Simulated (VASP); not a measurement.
Crystal: Hf2Si.

```
Hf Si
1.0
    -3.27535    3.27535    2.58282
     3.27535   -3.27535    2.58282
     3.27535    3.27535   -2.58282
Hf Si
4 2
Direct
  0.84351 0.65649 0.50000
  0.34351 0.84351 0.18703
  0.15649 0.34351 0.50000
  0.65649 0.15649 0.81297
  0.75000 0.75000 0.00000
  0.25000 0.25000 0.00000
```

* Program: VASP 6.6.1
* Task: relaxation of cell and atoms
* Functional: PBEsol
* Dispersion: D4
* Potentials or basis: VASP PAW PBE potentials, release 64 (Hf_pv, Si)
* Cutoff: 600 eV
* k mesh: 10 × 10 × 10
* Occupations: gaussian, width 0.1 eV
* Spin: no spin polarisation

At the start: pressure -3.9 GPa; volume 18.47 Å³/atom.

Where does the relaxation end?

Over 5 steps the energy falls by 6.3 meV/atom and the volume is 17.97 Å³/atom (-2.7 %); space group I4/mcm (No. 140, to 0.1 Å) before and after.

The path:
| step | energy change (eV) | largest force (eV/Å) | pressure (GPa) | volume (Å³) |
| --- | --- | --- | --- | --- |
| 1 | 0.0000 | 0.0339 | -3.94 | 110.83 |
| 2 | 0.0450 | 0.0365 | 6.56 | 103.70 |
| 3 | -0.0376 | 0.0113 | -0.03 | 107.89 |
| 4 | -0.0376 | 0.0105 | 0.04 | 107.83 |
| 5 | -0.0377 | 0.0049 | 0.05 | 107.83 |

Final structure:
```cif
data_structure
_symmetry_space_group_name_H-M 'P 1'
_symmetry_Int_Tables_number 1
_cell_length_a 5.2543
_cell_length_b 5.2543
_cell_length_c 5.2543
_cell_angle_alpha 103.760
_cell_angle_beta 103.760
_cell_angle_gamma 121.622
_cell_volume 107.83
loop_
_atom_site_label
_atom_site_type_symbol
_atom_site_fract_x
_atom_site_fract_y
_atom_site_fract_z
_atom_site_occupancy
Hf1 Hf 0.84339 0.65661 0.50000 1
Hf2 Hf 0.34339 0.84339 0.18678 1
Hf3 Hf 0.15661 0.34339 0.50000 1
Hf4 Hf 0.65661 0.15661 0.81322 1
Si1 Si 0.75000 0.75000 0.00000 1
Si2 Si 0.25000 0.25000 0.00000 1
```

Caveat: the PAW data sets were made with another functional, which shifts forces and pressure a little.
